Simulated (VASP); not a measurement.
# PIr2 (Fm-3m) in VASP: a series of runs

Runs on PIr2. Level: LDA. Tasks: single point.

All numbers are computed with VASP 6.6.1; they aren't measurements. Logs are shortened: lines on timing, memory, paths and dates and some standing lists are left out, and cuts for length are marked.

**1. The cell of the first run**

Symmetry: Fm-3m, No. 225, cubic system. Conventional cell: a = 5.470 Å, b = 5.470 Å, c = 5.470 Å, α = 90.00°, β = 90.00°, γ = 90.00°. P (site symmetry m-3m) has 8 Ir at 2.37 Å within 3.1 Å. Ir (site symmetry -43m) has 4 P at 2.37 Å and 6 Ir at 2.73 Å within 3.1 Å.

**2. Single point, LDA (13.64 Å³/atom)**

INCAR reads:

```
ALGO = Normal ; EDIFF = 1E-6
ENCUT = 560 ; GGA_COMPAT = False
ISIF = 2 ; ISMEAR = -1
LASPH = True ; LCHARG = True
LELF = True ; LREAL = False
LVHAR = True ; LWAVE = False
NBANDS = 26 ; NELM = 120
PREC = Accurate ; SIGMA = 0.15
```

KPOINTS reads:

```
k-points
0
Gamma
  14 14 14
```

POSCAR reads:

```
PIr2
1.0
    0.0000000000      2.7347501286      2.7347501286
    2.7347501286      0.0000000000      2.7347501286
    2.7347501286      2.7347501286      0.0000000000
P Ir
1 2
Direct
    0.0000000000      0.0000000000      0.0000000000
    0.2500000000      0.2500000000      0.2500000000
    0.7500000000      0.7500000000      0.7500000000
```

Potentials or basis: VASP PAW LDA potentials, release 64 (P, Ir_sv_GW).

Started as:

```
$ cat potpaw_LDA.64/P/POTCAR potpaw_LDA.64/Ir_sv_GW/POTCAR > POTCAR
$ mpirun -np 1 vasp_std > vasp.out
```

OUTCAR:

```text
EDIFF = 1E-6
   ENCUT = 560
   ISIF = 2
   ISMEAR = -1
   LASPH = True
   LREAL = False
   NELM = 120
   PREC = Accurate

 ion  position               nearest neighbor table
   1  0.000  0.000  0.000-   3 2.37   3 2.37   3 2.37   2 2.37   3 2.37   2 2.37   2 2.37   2 2.37

   2  0.250  0.250  0.250-   1 2.37   1 2.37   1 2.37   1 2.37   3 2.73   3 2.73   3 2.73   3 2.73
                             3 2.73   3 2.73
   3  0.750  0.750  0.750-   1 2.37   1 2.37   1 2.37   1 2.37   2 2.73   2 2.73   2 2.73   2 2.73
                             2 2.73   2 2.73

  LATTYP: Found a face centered cubic cell.
 ALAT       =     5.4695002572

  Lattice vectors:

 A1 = (   0.0000000000,   2.7347501286,   2.7347501286)
 A2 = (   2.7347501286,   0.0000000000,   2.7347501286)
 A3 = (   2.7347501286,   2.7347501286,   0.0000000000)

Analysis of symmetry for initial positions (statically):
=====================================================================
 Subroutine PRICEL returns:
 Original cell was already a primitive cell.

 Routine SETGRP: Setting up the symmetry group for a
 face centered cubic supercell.

 Subroutine GETGRP returns: Found 48 space group operations
 (whereof 48 operations were pure point group operations)
 out of a pool of 48 trial point group operations.

The static configuration has the point symmetry O_h .

Analysis of symmetry for dynamics (positions and initial velocities):
=====================================================================
 Subroutine PRICEL returns:
 Original cell was already a primitive cell.

 Routine SETGRP: Setting up the symmetry group for a
 face centered cubic supercell.

 Subroutine GETGRP returns: Found 48 space group operations
 (whereof 48 operations were pure point group operations)
 out of a pool of 48 trial point group operations.

The dynamic configuration has the point symmetry O_h .

 Subroutine INISYM returns: Found 48 space group operations
 (whereof 48 operations are pure point group operations),
 and found     1 'primitive' translations

----------------------------------------------------------------------------------------

                                     Primitive cell

  volume of cell :      40.9056

  direct lattice vectors                    reciprocal lattice vectors
     0.000000000  2.734750129  2.734750129    -0.182832060  0.182832060  0.182832060
     2.734750129  0.000000000  2.734750129     0.182832060 -0.182832060  0.182832060
     2.734750129  2.734750129  0.000000000     0.182832060  0.182832060 -0.182832060

  length of vectors
     3.867520722  3.867520722  3.867520722     0.316674417  0.316674417  0.316674417

  position of ions in fractional coordinates (direct lattice)
     0.000000000  0.000000000  0.000000000
     0.250000000  0.250000000  0.250000000
     0.750000000  0.750000000  0.750000000

  ion indices of the primitive-cell ions
   primitive index   ion index
                 1           1
                 2           2
                 3           3

----------------------------------------------------------------------------------------

 KPOINTS: k-points

Automatic generation of k-mesh.
 Grid dimensions read from file:
 generate k-points for:   14   14   14

 Generating k-lattice:

  Cartesian coordinates                     Fractional coordinates (reciprocal lattice)
    -0.013059433  0.013059433  0.013059433     0.071428571  0.000000000  0.000000000
     0.013059433 -0.013059433  0.013059433     0.000000000  0.071428571  0.000000000
     0.013059433  0.013059433 -0.013059433     0.000000000  0.000000000  0.071428571

  Length of vectors
     0.022619601  0.022619601  0.022619601

  Shift w.r.t. Gamma in fractional coordinates (k-lattice)
     0.000000000  0.000000000  0.000000000

 Subroutine IBZKPT returns following result:
 ===========================================

 Found    104 irreducible k-points:

 Following reciprocal coordinates:
            Coordinates               Weight
  0.000000  0.000000  0.000000      1.000000
  0.071429  0.000000  0.000000      8.000000
  0.142857  0.000000  0.000000      8.000000
  0.214286  0.000000  0.000000      8.000000
  0.285714  0.000000  0.000000      8.000000
  0.357143  0.000000  0.000000      8.000000
[... 16 lines left out ...]
  0.214286  0.142857  0.000000     24.000000
  0.285714  0.142857  0.000000     24.000000
 [... further k-points ...]
   k-points           NKPTS =    104   k-points in BZ     NKDIM =    104   number of bands    NBANDS=     26
   number of dos      NEDOS =    301   number of ions     NIONS =      3
   total plane-waves  NPLWV =  27000
   dimension x,y,z NGX =    30 NGY =   30 NGZ =   30
   dimension x,y,z NGXF=    60 NGYF=   60 NGZF=   60
   ions per type =               1   2
   NGX,Y,Z   is equivalent  to a cutoff of  12.90, 12.90, 12.90 a.u.
   NGXF,Y,Z  is equivalent  to a cutoff of  25.79, 25.79, 25.79 a.u.
 SYSTEM =  unknown system
   PREC   = accura    normal or accurate (medium, high low for compatibility)
   ISTART =      0    job   : 0-new  1-cont  2-samecut
   ICHARG =      2    charge: 1-file 2-atom 10-const
   ISPIN  =      1    spin polarized calculation?
   LNONCOLLINEAR =      F non collinear calculations
   LSORBIT =      F    spin-orbit coupling
   LASPH  =      T    aspherical Exc in radial PAW
   ENCUT  =  560.0 eV  41.16 Ry    6.42 a.u.   7.46  7.46  7.46*2*pi/ulx,y,z
   NELM   =    120;   NELMIN=  2; NELMDL= -5     # of ELM steps
   EDIFF  = 0.1E-05   stopping-criterion for ELM
   LREAL  =      F    real-space projection
   EDIFFG = 0.1E-04   stopping-criterion for IOM
   NSW    =      0    number of steps for IOM
   IBRION =     -1    ionic relax: 0-MD 1-quasi-New 2-CG
   NFREE  =      0    steps in history (QN), initial steepest desc. (CG)
   ISIF   =      2    stress and relaxation
   ISYM   =      2    0-nonsym 1-usesym 2-fastsym
   POTIM  = 0.5000    time-step for ionic-motion
   TEBEG  =    0.0;   TEEND  =   0.0 temperature during run
   PSTRESS=    0.0 pullay stress
   NELECT =      39.0000    total number of electrons
   NUPDOWN=      -1.0000    fix difference up-down
   EMIN   =  10.00;   EMAX   =-10.00  energy-range for DOS
   EFERMI =   0.00;   METHOD = LEGACY
   ISMEAR =    -1;   SIGMA  =   0.15  broadening in eV -4-tet -1-fermi 0-gaus
   EFERMI_NEDOS =   21; number of points for ismear=-14 and -15
   IALGO  =     38    algorithm
   IMIX   =      4    mixing-type and parameters
     AMIX     =   0.40;   BMIX     =  1.00
     AMIX_MAG =   1.60;   BMIX_MAG =  1.00
  volume/ion in A,a.u.               =      13.64        92.01
  Fermi-wavevector in a.u.,A,eV,Ry     =   1.611271  3.044862 35.323388  2.596196
  Thomas-Fermi vector in A             =   2.706688
   LORBIT       =      0    0 simple, 1 ext, 2 COOP (PROOUT), +10 PAW based schemes
   GGA     = CA    functional components
   LHFCALC =     F    Hartree Fock is set to
   AEXX    =    0.0000 exact exchange contribution
   IVDW    =     0    specifies the selected vdW correction
   LEPSILON=     F    determine dielectric tensor
   LRPA    =     F    only Hartree local field effects (RPA)
 non-spin polarized calculation
  energy-cutoff  :      560.00
  volume of cell :       40.91
 maximum number of plane-waves:      1248
 NGX is ok and might be reduce to    30
   NGX = 15   NGY = 15   NGZ = 15

 number of electron      38.9999999 magnetization

 Free energy of the ion-electron system (eV)
  ---------------------------------------------------
  ext. energy  EPLUGINS =         0.00000000
  ---------------------------------------------------
  free energy    TOTEN  =       -29.20444268 eV

  energy without entropy =      -29.13592675  energy(sigma->0) =      -29.17018472

 E-fermi :  12.1234     XC(G=0): -13.7644

 val. band max:       12.0885337283   @ k =   0.5000   0.3571   0.1429
 cond. band min:      12.1583967662   @ k =   0.5000   0.2857   0.1429
 fundamental gap:      0.0698630379
 Fermi energy:        12.1234114343

 k-point     1 :       0.0000    0.0000    0.0000
  band No.  band energies     occupation
      1     -79.8771      2.00000
      2     -79.8142      2.00000
      3     -37.1655      2.00000
      4     -37.1655      2.00000
      5     -37.1655      2.00000
      6     -36.8404      2.00000
[... 18 lines left out ...]
     25      17.1913      0.00000
     26      17.1913      0.00000

 k-point     2 :       0.0714    0.0000    0.0000
  band No.  band energies     occupation
      1     -79.8763      2.00000
      2     -79.8150      2.00000
      3     -37.1621      2.00000
      4     -37.1616      2.00000
      5     -37.1616      2.00000
      6     -36.8454      2.00000
[... 18 lines left out ...]
     25      17.5984      0.00000
     26      17.5984      0.00000

 k-point     3 :       0.1429    0.0000    0.0000
  band No.  band energies     occupation
      1     -79.8740      2.00000
      2     -79.8174      2.00000
      3     -37.1524      2.00000
      4     -37.1503      2.00000
      5     -37.1503      2.00000
      6     -36.8602      2.00000
[... 18 lines left out ...]
     25      18.3832      0.00000
     26      18.3832      0.00000

 k-point     4 :       0.2143    0.0000    0.0000
  band No.  band energies     occupation
      1     -79.8702      2.00000
      2     -79.8208      2.00000
      3     -37.1358      2.00000
      4     -37.1317      2.00000
      5     -37.1317      2.00000
      6     -36.8834      2.00000
[... 18 lines left out ...]
     25      19.1917      0.00000
     26      19.1917      0.00000
[... 496 lines left out ...]
      1     -79.8729      2.00000
      2     -79.8182      2.00000
      3     -37.1746      2.00000
      4     -37.1746      2.00000
      5     -37.0918      2.00000
      6     -36.9221      2.00000
[... 18 lines left out ...]
     25      18.4681      0.00000
     26      18.4681      0.00000

 k-point    23 :       0.2143    0.1429    0.0000
  band No.  band energies     occupation
      1     -79.8707      2.00000
      2     -79.8205      2.00000
      3     -37.1751      2.00000
      4     -37.1746      2.00000
      5     -37.0554      2.00000
      6     -36.9623      2.00000
[... 18 lines left out ...]
     25      19.0427      0.00000
     26      19.0850      0.00000

 k-point    24 :       0.2857    0.1429    0.0000
  band No.  band energies     occupation
      1     -79.8667      2.00000
      2     -79.8241      2.00000
      3     -37.1679      2.00000
      4     -37.1664      2.00000
      5     -37.0169      2.00000
      6     -37.0044      2.00000
[... 18 lines left out ...]
     25      19.6521      0.00000
     26      19.7075      0.00000

 [... further k-points ...]
[... 5 lines left out ...]
  --------------------------------------------------------------------------------------
  -------------------------------------------------------------------------------------
  Total        1.6193185      1.6193185      1.6193185      0.0000000     -0.0000000     -0.0000000
  in kB       63.4249169     63.4249169     63.4249169      0.0000000     -0.0000000     -0.0000000
  external PRESSURE =      63.4249169 kB  Pullay stress =       0.0000000 kB

 VOLUME and BASIS-vectors are now :
 -----------------------------------------------------------------------------
  energy-cutoff  :      560.00
  volume of cell :       40.91
      direct lattice vectors                 reciprocal lattice vectors
     0.000000000  2.734750129  2.734750129    -0.182832060  0.182832060  0.182832060
     2.734750129  0.000000000  2.734750129     0.182832060 -0.182832060  0.182832060
     2.734750129  2.734750129  0.000000000     0.182832060  0.182832060 -0.182832060

 POSITION                                       TOTAL-FORCE (eV/Angst)
 -----------------------------------------------------------------------------------
      0.00000      0.00000      0.00000         0.000000     -0.000000     -0.000000
      1.36738      1.36738      1.36738        -0.000000     -0.000000     -0.000000
      4.10213      4.10213      4.10213         0.000000      0.000000      0.000000
 -----------------------------------------------------------------------------------
    total drift:                               -0.000000      0.000000      0.000000

  FREE ENERGIE OF THE ION-ELECTRON SYSTEM (eV)
  ---------------------------------------------------
  free  energy   TOTEN  =       -29.2044426848 eV

  energy  without entropy=      -29.1359267502  energy(sigma->0) =      -29.17018472
```

Wall time 1.8 min (1 thread of Intel Xeon Platinum 8259CL at 2.50GHz (Skylake/Cascade Lake), shared host); peak memory 0.23 GiB.

What came out:

```
Free energy            : -29.2044 eV
Pressure               : 6.3 GPa
Band gap on the k mesh : zero (an odd number of electrons rules out a gap without spin polarisation)
```

Caveat: the cell stands under pressure; spin-orbit coupling is left out, which moves the levels of the heavy elements.

**3. Single point, LDA**

This run uses another cell than the first one, of 13.91 Å³/atom.

INCAR reads:

```
ALGO = Normal ; EDIFF = 1E-6
ENCUT = 520 ; ISIF = 2
ISMEAR = -1 ; LASPH = T
LCHARG = F ; LREAL = F
LWAVE = F ; NBANDS = 18
NELM = 80 ; PREC = Accurate
SIGMA = 0.15
```

KPOINTS is that of step 2.

POSCAR reads:

```
PIr2
1.0
    0.0000000000      2.7532287305      2.7532287305
    2.7532287305      0.0000000000      2.7532287305
    2.7532287305      2.7532287305      0.0000000000
P Ir
1 2
Direct
    0.0000000000      0.0000000000      0.0000000000
    0.2500000000      0.2500000000      0.2500000000
    0.7500000000      0.7500000000      0.7500000000
```

Potentials or basis: VASP PAW LDA potentials, release 64 (P, Ir).

Started as:

```
$ cat potpaw_LDA.64/P/POTCAR potpaw_LDA.64/Ir/POTCAR > POTCAR
$ mpirun -np 1 vasp_std > vasp.out
```

Wall time 43 s (1 thread of AMD EPYC 9R45 (Zen 5), shared host); peak memory 0.17 GiB.

The run converged. Its results:

| Item | Value |
| --- | --- |
| Free energy | -28.0683 eV |
| Pressure | 2.0 GPa |
| Band gap on the k mesh | zero (an odd number of electrons rules out a gap without spin polarisation) |

Levels at points of the mesh, in eV from the Fermi level:
| k point | band 9 | band 10 | band 11 | band 12 | band 13 | band 14 | band 15 | band 16 |
| --- | --- | --- | --- | --- | --- | --- | --- | --- |
| (0.00, 0.00, 0.00) | -0.61 | 0.39 | 1.59 | 1.59 | 4.43 | 4.43 | 4.43 | 5.01 |
| (0.50, 0.00, 0.00) | -2.96 | -2.76 | -2.76 | -2.61 | 3.83 | 4.44 | 4.44 | 8.19 |
| (0.50, 0.50, 0.00) | -2.57 | -0.97 | -0.97 | -0.12 | 1.44 | 1.70 | 5.50 | 6.59 |

Caveat: spin-orbit coupling is left out, which moves the levels of the heavy elements.

The gap in the log of VASP goes by the Fermi energy; the results here count the filled bands.